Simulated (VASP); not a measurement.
# Ir (P6_3/mmc) in VASP: further runs

Ir is run at these levels: LDA; tasks: single point.

All numbers are computed with VASP 6.6.1; they aren't measurements. Logs are shortened: lines on timing, memory, paths and dates and some standing lists are left out, and cuts for length are marked.

### Step 1. The cell of the first run

It takes space group P6_3/mmc (No. 194, hexagonal). The conventional cell has a = 2.768 Å, b = 2.768 Å, c = 4.532 Å, α = 90.00°, β = 90.00°, γ = 120.00°. Ir (site symmetry -6m2) has 12 Ir at 2.77 Å within 3.6 Å.

This isn't the form of Ir at room conditions, which is fcc.

### Step 2. Single point, LDA

Input file INCAR:

```
ALGO     = Normal         # electronic algorithm
EDIFF    = 1E-6           # SCF threshold, eV
ENCUT    = 520            # plane-wave cutoff, eV
GGA      = CA             # functional
ISIF     = 2              # what is computed and relaxed
ISMEAR   = 0              # smearing method
LASPH    = True           # aspherical terms in the spheres
LCHARG   = False          # write CHGCAR
LREAL    = False          # projectors in reciprocal space
LWAVE    = False          # write WAVECAR
NBANDS   = 16             # bands
NELM     = 60             # most SCF steps
PREC     = Accurate       # precision mode
SIGMA    = 0.15           # smearing width, eV
```

Input file KPOINTS:

```
k-points
0
Gamma
  18 18 10
```

Input file POSCAR:

```
Ir
1.0
    2.7684000000      0.0000000000      0.0000000000
   -1.3842000000      2.3975047278      0.0000000000
    0.0000000000      0.0000000000      4.5324000000
Ir
2
Direct
    0.6666666667      0.3333333333      0.7500000000
    0.3333333333      0.6666666667      0.2500000000
```

Potentials or basis: VASP PAW LDA potentials, release 64 (Ir).

On the command line:

```console
$ cat potpaw_LDA.64/Ir/POTCAR > POTCAR
$ mpirun -np 1 vasp_std > vasp.out
```

OUTCAR:

```text
EDIFF = 1E-6
   ENCUT = 520
   GGA = CA
   ISIF = 2
   ISMEAR = 0
   LASPH = True
   LREAL = False
   NELM = 60
   PREC = Accurate

 ion  position               nearest neighbor table
   1  0.667  0.333  0.750-   2 2.77   2 2.77   2 2.77   2 2.77   2 2.77   2 2.77
   2  0.333  0.667  0.250-   1 2.77   1 2.77   1 2.77   1 2.77   1 2.77   1 2.77

  LATTYP: Found a hexagonal cell.
 ALAT       =     2.7684000000
 C/A-ratio  =     1.6371911573

  Lattice vectors:

 A1 = (   2.7684000000,   0.0000000000,   0.0000000000)
 A2 = (  -1.3842000000,   2.3975047278,   0.0000000000)
 A3 = (   0.0000000000,   0.0000000000,   4.5324000000)

Analysis of symmetry for initial positions (statically):
=====================================================================
 Subroutine PRICEL returns:
 Original cell was already a primitive cell.

 Routine SETGRP: Setting up the symmetry group for a
 hexagonal supercell.

 Subroutine GETGRP returns: Found 24 space group operations
 (whereof 12 operations were pure point group operations)
 out of a pool of 24 trial point group operations.

The static configuration has the point symmetry D_3d.
 The point group associated with its full space group is D_6h.

Analysis of symmetry for dynamics (positions and initial velocities):
=====================================================================
 Subroutine PRICEL returns:
 Original cell was already a primitive cell.

 Routine SETGRP: Setting up the symmetry group for a
 hexagonal supercell.

 Subroutine GETGRP returns: Found 24 space group operations
 (whereof 12 operations were pure point group operations)
 out of a pool of 24 trial point group operations.

The dynamic configuration has the point symmetry D_3d.
 The point group associated with its full space group is D_6h.

 Subroutine INISYM returns: Found 24 space group operations
 (whereof 12 operations are pure point group operations),
 and found     1 'primitive' translations

----------------------------------------------------------------------------------------

                                     Primitive cell

  volume of cell :      30.0827

  direct lattice vectors                    reciprocal lattice vectors
     2.768400000  0.000000000  0.000000000     0.361219477  0.208550162  0.000000000
    -1.384200000  2.397504728  0.000000000     0.000000000  0.417100325  0.000000000
     0.000000000  0.000000000  4.532400000     0.000000000  0.000000000  0.220633660

  length of vectors
     2.768400000  2.768400000  4.532400000     0.417100325  0.417100325  0.220633660

  position of ions in fractional coordinates (direct lattice)
     0.666666667  0.333333333  0.750000000
     0.333333333  0.666666667  0.250000000

  ion indices of the primitive-cell ions
   primitive index   ion index
                 1           1
                 2           2

----------------------------------------------------------------------------------------

 KPOINTS: k-points

Automatic generation of k-mesh.
 Grid dimensions read from file:
 generate k-points for:   18   18   10

 Generating k-lattice:

  Cartesian coordinates                     Fractional coordinates (reciprocal lattice)
     0.020067749  0.011586120  0.000000000     0.055555556  0.000000000  0.000000000
     0.000000000  0.023172240  0.000000000     0.000000000  0.055555556  0.000000000
     0.000000000  0.000000000  0.022063366     0.000000000  0.000000000  0.100000000

  Length of vectors
     0.023172240  0.023172240  0.022063366

  Shift w.r.t. Gamma in fractional coordinates (k-lattice)
     0.000000000  0.000000000  0.000000000

 Subroutine IBZKPT returns following result:
 ===========================================

 Found    222 irreducible k-points:

 Following reciprocal coordinates:
            Coordinates               Weight
  0.000000  0.000000  0.000000      1.000000
  0.055556  0.000000  0.000000      6.000000
  0.111111  0.000000  0.000000      6.000000
  0.166667  0.000000  0.000000      6.000000
  0.222222  0.000000  0.000000      6.000000
  0.277778  0.000000  0.000000      6.000000
[... 16 lines left out ...]
  0.333333  0.111111  0.000000     12.000000
  0.388889  0.111111  0.000000     12.000000
 [... further k-points ...]
   k-points           NKPTS =    222   k-points in BZ     NKDIM =    222   number of bands    NBANDS=     16
   number of dos      NEDOS =    301   number of ions     NIONS =      2
   total plane-waves  NPLWV =  20736
   dimension x,y,z NGX =    24 NGY =   24 NGZ =   36
   dimension x,y,z NGXF=    48 NGYF=   48 NGZF=   72
   ions per type =               2
   NGX,Y,Z   is equivalent  to a cutoff of  14.41, 14.41, 13.20 a.u.
   NGXF,Y,Z  is equivalent  to a cutoff of  28.82, 28.82, 26.41 a.u.
 SYSTEM =  unknown system
   PREC   = accura    normal or accurate (medium, high low for compatibility)
   ISTART =      0    job   : 0-new  1-cont  2-samecut
   ICHARG =      2    charge: 1-file 2-atom 10-const
   ISPIN  =      1    spin polarized calculation?
   LNONCOLLINEAR =      F non collinear calculations
   LSORBIT =      F    spin-orbit coupling
   LASPH  =      T    aspherical Exc in radial PAW
   ENCUT  =  520.0 eV  38.22 Ry    6.18 a.u.   5.15  5.15  8.43*2*pi/ulx,y,z
   NELM   =     60;   NELMIN=  2; NELMDL= -5     # of ELM steps
   EDIFF  = 0.1E-05   stopping-criterion for ELM
   LREAL  =      F    real-space projection
   EDIFFG = 0.1E-04   stopping-criterion for IOM
   NSW    =      0    number of steps for IOM
   IBRION =     -1    ionic relax: 0-MD 1-quasi-New 2-CG
   NFREE  =      0    steps in history (QN), initial steepest desc. (CG)
   ISIF   =      2    stress and relaxation
   ISYM   =      2    0-nonsym 1-usesym 2-fastsym
   POTIM  = 0.5000    time-step for ionic-motion
   TEBEG  =    0.0;   TEEND  =   0.0 temperature during run
   PSTRESS=    0.0 pullay stress
   NELECT =      18.0000    total number of electrons
   NUPDOWN=      -1.0000    fix difference up-down
   EMIN   =  10.00;   EMAX   =-10.00  energy-range for DOS
   EFERMI =   0.00;   METHOD = LEGACY
   ISMEAR =     0;   SIGMA  =   0.15  broadening in eV -4-tet -1-fermi 0-gaus
   EFERMI_NEDOS =   21; number of points for ismear=-14 and -15
   IALGO  =     38    algorithm
   IMIX   =      4    mixing-type and parameters
     AMIX     =   0.40;   BMIX     =  1.00
     AMIX_MAG =   1.60;   BMIX_MAG =  1.00
  volume/ion in A,a.u.               =      15.04       101.50
  Fermi-wavevector in a.u.,A,eV,Ry     =   1.379516  2.606908 25.892772  1.903065
  Thomas-Fermi vector in A             =   2.504478
   LORBIT       =      0    0 simple, 1 ext, 2 COOP (PROOUT), +10 PAW based schemes
   GGA     = CA    functional components
   LHFCALC =     F    Hartree Fock is set to
   AEXX    =    0.0000 exact exchange contribution
   IVDW    =     0    specifies the selected vdW correction
   LEPSILON=     F    determine dielectric tensor
   LRPA    =     F    only Hartree local field effects (RPA)
 non-spin polarized calculation
 Gauss-broadening in eV      SIGMA  =   0.15
  energy-cutoff  :      520.00
  volume of cell :       30.08
 maximum number of plane-waves:       826
 NGX is ok and might be reduce to    24

 number of electron      18.0000000 magnetization

 Free energy of the ion-electron system (eV)
  ---------------------------------------------------
  ext. energy  EPLUGINS =         0.00000000
  ---------------------------------------------------
  free energy    TOTEN  =       -20.33866424 eV

  energy without entropy =      -20.31119541  energy(sigma->0) =      -20.32492982

 E-fermi :   9.3594     XC(G=0): -13.7872

 val. band max:        9.3514239140   @ k =   0.3333   0.0000   0.4000
 cond. band min:       9.3606528495   @ k =   0.2222   0.1111   0.5000
 fundamental gap:      0.0092289354
 Fermi energy:         9.3594301456

 k-point     1 :       0.0000    0.0000    0.0000
  band No.  band energies     occupation
      1      -1.1994      2.00000
      2       1.7755      2.00000
      3       5.6578      2.00000
      4       5.8543      2.00000
      5       5.8543      2.00000
      6       6.4303      2.00000
[... 8 lines left out ...]
     15      25.6641      0.00000
     16      26.7178      0.00000

 k-point     2 :       0.0556    0.0000    0.0000
  band No.  band energies     occupation
      1      -1.0844      2.00000
      2       1.8793      2.00000
      3       5.5018      2.00000
      4       5.9491      2.00000
      5       5.9878      2.00000
      6       6.3678      2.00000
[... 8 lines left out ...]
     15      25.8203      0.00000
     16      26.8914      0.00000

 k-point     3 :       0.1111    0.0000    0.0000
  band No.  band energies     occupation
      1      -0.7480      2.00000
      2       2.1715      2.00000
      3       5.2297      2.00000
      4       6.1181      2.00000
      5       6.2297      2.00000
      6       6.3093      2.00000
[... 8 lines left out ...]
     15      26.2368      0.00000
     16      27.1374      0.00000

 k-point     4 :       0.1667    0.0000    0.0000
  band No.  band energies     occupation
      1      -0.2182      2.00000
      2       2.5788      2.00000
      3       4.9521      2.00000
      4       5.7611      2.00000
      5       5.9117      2.00000
      6       6.6386      2.00000
[... 8 lines left out ...]
     15      26.5345      0.00000
     16      26.8264      0.00000
[... 324 lines left out ...]
 k-point    22 :       0.2778    0.1111    0.0000
  band No.  band energies     occupation
      1       2.1075      2.00000
      2       3.1617      2.00000
      3       3.7351      2.00000
      4       4.8403      2.00000
      5       5.6390      2.00000
      6       5.9829      2.00000
[... 8 lines left out ...]
     15      21.2345      0.00000
     16      24.4012      0.00000

 k-point    23 :       0.3333    0.1111    0.0000
  band No.  band energies     occupation
      1       2.5256      2.00000
      2       2.9547      2.00000
      3       3.3764      2.00000
      4       5.2502      2.00000
      5       5.5582      2.00000
      6       6.2584      2.00000
[... 8 lines left out ...]
     15      20.0412      0.00000
     16      23.8705      0.00000

 k-point    24 :       0.3889    0.1111    0.0000
  band No.  band energies     occupation
      1       2.7084      2.00000
      2       2.8134      2.00000
      3       3.1569      2.00000
      4       5.5385      2.00000
      5       5.6766      2.00000
      6       6.0654      2.00000
[... 8 lines left out ...]
     15      19.4056      0.00000
     16      22.1164      0.00000

 [... further k-points ...]
[... 5 lines left out ...]
  --------------------------------------------------------------------------------------
  -------------------------------------------------------------------------------------
  Total       -4.3162078     -4.3162078     -4.9477832      0.0000000     -0.0000000      0.0000000
  in kB     -229.8774571   -229.8774571   -263.5146128      0.0000000     -0.0000000      0.0000000
  external PRESSURE =    -241.0898423 kB  Pullay stress =       0.0000000 kB

 VOLUME and BASIS-vectors are now :
 -----------------------------------------------------------------------------
  energy-cutoff  :      520.00
  volume of cell :       30.08
      direct lattice vectors                 reciprocal lattice vectors
     2.768400000  0.000000000  0.000000000     0.361219477  0.208550162  0.000000000
    -1.384200000  2.397504728  0.000000000     0.000000000  0.417100325  0.000000000
     0.000000000  0.000000000  4.532400000     0.000000000  0.000000000  0.220633660

 POSITION                                       TOTAL-FORCE (eV/Angst)
 -----------------------------------------------------------------------------------
      1.38420      0.79917      3.39930         0.000000     -0.000000      0.000000
     -0.00000      1.59834      1.13310        -0.000000      0.000000      0.000000
 -----------------------------------------------------------------------------------
    total drift:                               -0.000000      0.000000     -0.000000

  FREE ENERGIE OF THE ION-ELECTRON SYSTEM (eV)
  ---------------------------------------------------
  free  energy   TOTEN  =       -20.3386642395 eV

  energy  without entropy=      -20.3111954092  energy(sigma->0) =      -20.32492982
```

Run time: 81 s. Hardware: 1 thread of AMD EPYC 9R45 (Zen 5), shared host; peak memory 0.17 GiB.

Results:

```
Free energy            : -20.3387 eV
Pressure               : -24.1 GPa
Band gap on the k mesh : zero (bands 9 and 10 overlap by 3.07 eV)
```

Levels at points of the mesh, in eV from the Fermi level:
| k point | band 7 | band 8 | band 9 | band 10 | band 11 | band 12 |
| --- | --- | --- | --- | --- | --- | --- |
| (0.00, 0.00, 0.00) | -2.93 | -2.10 | -2.10 | -0.69 | 0.26 | 0.26 |
| (0.50, 0.00, 0.00) | -2.79 | 0.70 | 0.84 | 1.06 | 2.78 | 4.18 |
| (0.00, 0.00, 0.50) | -3.60 | -3.60 | -0.44 | -0.44 | -0.44 | -0.44 |
| (0.50, 0.00, 0.50) | -0.82 | -0.82 | 0.91 | 0.91 | 1.95 | 1.95 |

Caveat: the cell stands under tension; spin-orbit coupling is left out, which moves the levels of the heavy elements.

### Step 3. Single point, LDA

This run uses another cell than the first one, of the same volume but with other edges.

Input file INCAR:

```
SYSTEM = Ir
PREC = Accurate ; ENCUT = 520
EDIFF = 1E-7 ; ISMEAR = 0
SIGMA = 0.15 ; LREAL = .False.
LASPH = .True. ; NELM = 60
ALGO = Normal ; ISIF = 2
LWAVE = .False. ; LCHARG = .True.
GGA = CA ; LELF = .True.
LVHAR = .True. ; NBANDS = 16
```

Input file KPOINTS:

```
Automatic mesh
0
Gamma
  18 18 10
  0 0 0
```

Input file POSCAR:

```
Ir
1.0
    2.7052421931      0.0000000000      0.0000000000
   -1.3526210966      2.3428084626      0.0000000000
    0.0000000000      0.0000000000      4.7371000000
Ir
2
Direct
    0.6666666667      0.3333333333      0.7500000000
    0.3333333333      0.6666666667      0.2500000000
```

Potentials or basis: VASP PAW LDA potentials, release 64 (Ir).

On the command line:

```console
$ cat potpaw_LDA.64/Ir/POTCAR > POTCAR
$ mpirun -np 1 vasp_std > vasp.out
```

It took 72 s on 1 thread of AMD EPYC 9R45 (Zen 5), shared host; peak memory 0.17 GiB.

It converged, with:

| Item | Value |
| --- | --- |
| Free energy | -20.2408 eV |
| Pressure | -21.5 GPa |
| Band gap on the k mesh | zero (bands 9 and 10 overlap by 3.34 eV) |

Stress tensor (GPa, compression positive):
```
-14.07   0.00   0.00
  0.00 -14.07   0.00
  0.00   0.00 -36.36
```

Levels at points of the mesh, in eV from the Fermi level:
| k point | band 5 | band 6 | band 7 | band 8 | band 9 | band 10 | band 11 | band 12 | band 13 | band 14 |
| --- | --- | --- | --- | --- | --- | --- | --- | --- | --- | --- |
| (0.00, 0.00, 0.00) | -3.42 | -2.98 | -2.98 | -1.48 | -1.48 | -1.18 | 0.41 | 0.41 | 5.61 | 14.90 |
| (0.50, 0.00, 0.00) | -3.11 | -3.00 | -2.75 | 0.68 | 1.21 | 1.45 | 3.00 | 4.50 | 7.94 | 9.24 |
| (0.00, 0.00, 0.50) | -3.41 | -3.41 | -3.41 | -3.41 | -0.27 | -0.27 | -0.27 | -0.27 | 12.41 | 12.41 |
| (0.50, 0.00, 0.50) | -1.55 | -1.55 | -0.70 | -0.70 | 1.34 | 1.34 | 2.01 | 2.01 | 7.58 | 7.58 |

Caveat: the cell stands under tension; spin-orbit coupling is left out, which moves the levels of the heavy elements.

### Step 4. Single point, LDA

This run uses another cell than the first one, of 15.12 Å³/atom.

Input file INCAR:

```
SYSTEM = Ir
ALGO = Normal
EDIFF = 1E-6
ENCUT = 520
ISIF = 2
ISMEAR = 0
LASPH = .True.
LCHARG = .True.
LELF = .True.
LREAL = .False.
LVHAR = .True.
LWAVE = .False.
NBANDS = 16
NELM = 60
PREC = Accurate
SIGMA = 0.15
```

Input file KPOINTS:

```
k-points
0
Gamma
  18 18 10
  0 0 0
```

Input file POSCAR:

```
Ir
1.0
    2.8946000000      0.0000000000      0.0000000000
   -1.4473000000      2.5067971338      0.0000000000
    0.0000000000      0.0000000000      4.1669000000
Ir
2
Direct
    0.6666666667      0.3333333333      0.7500000000
    0.3333333333      0.6666666667      0.2500000000
```

On the command line:

```console
$ cat potpaw_LDA.64/Ir/POTCAR > POTCAR
$ mpirun -np 1 vasp_std > vasp.out
```

Run time: 69 s. Hardware: 1 thread of AMD EPYC 9R45 (Zen 5), shared host; peak memory 0.18 GiB.

Results (log left out):

```yaml
Free_energy: -20.1066 eV
Pressure: -20.0 GPa
Band_gap_on_the_k_mesh: zero (bands 9 and 10 overlap by 2.44 eV)
```

Stress tensor (GPa, compression positive):
```
-28.53   0.00   0.00
  0.00 -28.53   0.00
  0.00   0.00  -3.03
```

Levels at points of the mesh, in eV from the Fermi level:
| k point | band 6 | band 7 | band 8 | band 9 | band 10 | band 11 | band 12 | band 13 |
| --- | --- | --- | --- | --- | --- | --- | --- | --- |
| (0.00, 0.00, 0.00) | -3.11 | -2.75 | -2.75 | -2.52 | 0.21 | 0.21 | 0.63 | 8.07 |
| (0.50, 0.00, 0.00) | -2.67 | -2.02 | -0.13 | 0.55 | 1.34 | 2.24 | 3.37 | 8.63 |
| (0.00, 0.00, 0.50) | -4.09 | -3.55 | -3.55 | -0.30 | -0.30 | -0.30 | -0.30 | 13.46 |
| (0.50, 0.00, 0.50) | -2.46 | -0.93 | -0.93 | 0.32 | 0.32 | 1.72 | 1.72 | 6.92 |

Caveat: the cell stands under tension; spin-orbit coupling is left out, which moves the levels of the heavy elements.

### Step 5. Single point, LDA

This run uses another cell than the first one, of 15.14 Å³/atom.

Input file INCAR:

```
ALGO = Fast
EDIFF = 1E-6
ENCUT = 520
GGA = CA
ISIF = 2
ISMEAR = 0
LASPH = T
LCHARG = F
LREAL = F
LWAVE = F
NBANDS = 16
NELM = 60
PREC = Accurate
SIGMA = 0.15
```

Input file KPOINTS:

```
k-points
0
Gamma
  18 18 10
```

Input file POSCAR:

```
Ir
1.0
    2.7864000000      0.0000000000      0.0000000000
   -1.3932000000      2.4130931851      0.0000000000
    0.0000000000      0.0000000000      4.5032000000
Ir
2
Direct
    0.6666666667      0.3333333333      0.7500000000
    0.3333333333      0.6666666667      0.2500000000
```

On the command line:

```console
$ cat potpaw_LDA.64/Ir/POTCAR > POTCAR
$ mpirun -np 1 vasp_std > vasp.out
```

It took 86 s on 1 thread of AMD EPYC 9R45 (Zen 5), shared host; peak memory 0.18 GiB.

The run converged. Its results:

* Free energy: -20.3107 eV
* Pressure: -25.7 GPa
* Band gap on the k mesh: zero (bands 9 and 10 overlap by 3.01 eV)

Stress tensor (GPa, compression positive):
```
-25.80   0.00   0.00
  0.00 -25.80   0.00
  0.00   0.00 -25.53
```

Levels at points of the mesh, in eV from the Fermi level:
```
           k point  band 5  band 6  band 7  band 8  band 9  band 10  band 11  band 12  band 13  band 14
(0.00, 0.00, 0.00)   -3.49   -2.89   -2.89   -2.19   -2.19    -0.56     0.24     0.24     6.50    14.34
(0.50, 0.00, 0.00)   -3.22   -3.15   -2.71    0.60    0.87     0.98     2.71     4.07     7.86     9.85
(0.00, 0.00, 0.50)   -3.61   -3.61   -3.61   -3.61   -0.45    -0.45    -0.45    -0.45    13.54    13.54
(0.50, 0.00, 0.50)   -1.95   -1.95   -0.83   -0.83    0.83     0.83     1.92     1.92     7.06     7.06
```

Caveat: the cell stands under tension; spin-orbit coupling is left out, which moves the levels of the heavy elements.

### Step 6. Summary

| cell | gap on the mesh (eV) | pressure (GPa) |
| --- | --- | --- |
| a = 2.768, b = 2.768, c = 4.532 Å, angles 90.0, 90.0, 120.0°, 2 atoms | none | -24.1 |
| a = 2.705, b = 2.705, c = 4.737 Å, angles 90.0, 90.0, 120.0°, 2 atoms | none | -21.5 |
| a = 2.895, b = 2.895, c = 4.167 Å, angles 90.0, 90.0, 120.0°, 2 atoms | none | -20.0 |
| a = 2.786, b = 2.786, c = 4.503 Å, angles 90.0, 90.0, 120.0°, 2 atoms | none | -25.7 |

Alike in all rows: task single point; level LDA; potentials or basis VASP PAW LDA potentials, release 64 (Ir); no spin polarisation; k mesh 18 × 18 × 10; cutoff (eV) 520; smearing gaussian 0.15 eV.

Caveats: the cell stands under tension; spin-orbit coupling is left out, which moves the levels of the heavy elements.

Absolute energies hang on the potentials; compare differences alone.
